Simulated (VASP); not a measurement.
Wanted: the native input for a VASP 6.6.1 run.

```
Task                   : single point
Functional             : LDA
Potentials or basis    : VASP PAW LDA potentials, release 64 (Fe, Sb)
Cutoff                 : 520 eV
k mesh                 : 8 × 8 × 6
Occupations            : fermi-dirac, width 0.1 eV
Spin                   : collinear spin, ferromagnetic start
Starting moments       : [1.56, 1.56, 0.0, 0.0] μB
Fixed moment           : 3.12 μB
Dipole correction      : no
Further INCAR settings : ALGO = Normal; EDIFF = 1e-06; NBANDS = 25
```

The structure of FeSb lies in POSCAR:

```
FeSb
1.0
    4.0600000000      0.0000000000      0.0000000000
   -2.0300000000      3.5160631394      0.0000000000
    0.0000000000      0.0000000000      5.1300000000
Fe Sb
2 2
Direct
    0.0000000000      0.0000000000      0.0000000000
    0.0000000000      0.0000000000      0.5000000000
    0.3333333333      0.6666666667      0.2500000000
    0.6666666667      0.3333333333      0.7500000000
```

These files were run (other wordings do the same):

INCAR

```
SYSTEM = FeSb
  PREC = Accurate
  ENCUT = 520
  EDIFF = 1E-6
  ISMEAR = -1
  SIGMA = 0.1
  LREAL = .False.
  LASPH = .True.
  NELM = 150
  ALGO = Normal
  ISIF = 2
  LWAVE = .False.
  LCHARG = .False.
  ISPIN = 2
  MAGMOM = 1.56 1.56 0 0
  LORBIT = 11
  NUPDOWN = 3.12
  LMAXMIX = 4
  GGA = CA
  NBANDS = 25
```

KPOINTS

```
regular mesh
0
Gamma
  8 8 6
  0 0 0
```

Potentials or basis: VASP PAW LDA potentials, release 64 (Fe, Sb).

Run with:

```bash
$ cat potpaw_LDA.64/Fe/POTCAR potpaw_LDA.64/Sb/POTCAR > POTCAR
$ mpirun -np 1 vasp_std > vasp.out
```

Results of the run:

The pressure is -11.8 GPa. The net moment is 3.12 μB per cell, the site moments are Fe +1.61; Sb -0.05 μB and the valence electrons inside the program's atomic spheres are Fe 7.22; Sb 2.45.

Caveat: the cell stands under tension; the total moment is fixed, so each spin has its own Fermi level and the state may be an excited one; the run started ferromagnetic, and an antiferromagnetic order may lie lower in energy.

Run time: 2.8 min on 1 thread of Intel(R) Xeon(R) 6975P-C (Granite Rapids), with other jobs on the host, peak memory 0.24 GiB.
